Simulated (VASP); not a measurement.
Write the native input for VASP 6.6.1 that does the following.

| Property | Result |
| --- | --- |
| Task | relaxation of cell and atoms |
| Functional | PBE |
| Potentials or basis | VASP PAW PBE potentials, release 64 (Ga_d, N) |
| Cutoff | 600 eV |
| k mesh | 10 × 10 × 10 |
| Occupations | fermi-dirac, width 0.05 eV |
| Spin | no spin polarisation |
| Dipole correction | no |
| Further INCAR settings | ALGO = Normal; EDIFF = 1e-06; IBRION = 2; EDIFFG = -0.01; NSW = 80; ISIF = 3 |

The structure of GaN lies in POSCAR:

```
GaN
1.0
    0.0000000000      2.2535006075      2.2535006075
    2.2535006075      0.0000000000      2.2535006075
    2.2535006075      2.2535006075      0.0000000000
Ga N
1 1
Direct
    0.0000000000      0.0000000000      0.0000000000
    0.2500000000      0.2500000000      0.2500000000
```

One way to write it, as run:

INCAR

```
SYSTEM = GaN
  PREC = Accurate
  ENCUT = 600
  EDIFF = 1E-6
  ISMEAR = -1
  SIGMA = 0.05
  LREAL = .FALSE.
  LASPH = .TRUE.
  NELM = 60
  ALGO = Normal
  ISIF = 3
  LWAVE = .FALSE.
  LCHARG = .FALSE.
  GGA = PE
  IBRION = 2
  NSW = 80
  EDIFFG = -0.01
```

KPOINTS

```
regular mesh
0
G
  10 10 10
  0 0 0
```

Potentials or basis: VASP PAW PBE potentials, release 64 (Ga_d, N).

Command:

```bash
$ cat potpaw_PBE.64/Ga_d/POTCAR potpaw_PBE.64/N/POTCAR > POTCAR
$ mpirun -np 1 vasp_std > vasp.out
```

It gave:

```json
{"Relaxed volume": "11.76 Å³/atom", "Relaxed cell": "a = 3.216 Å, b = 3.216 Å, c = 3.216 Å, α = 60.00°, β = 60.00°, γ = 60.00°", "Space group after relaxing (to 0.05 Å)": "F-43m (No. 216)", "Energy gained by relaxing": "4.7 meV/atom", "Ionic steps": "3", "Pressure after relaxing": "-0.1 GPa", "Band gap on the k mesh": "1.55 eV, direct"}
```

It took 40 s on 1 thread of Intel(R) Xeon(R) Platinum 8488C (Sapphire Rapids) (shared host), peak memory 0.17 GiB.
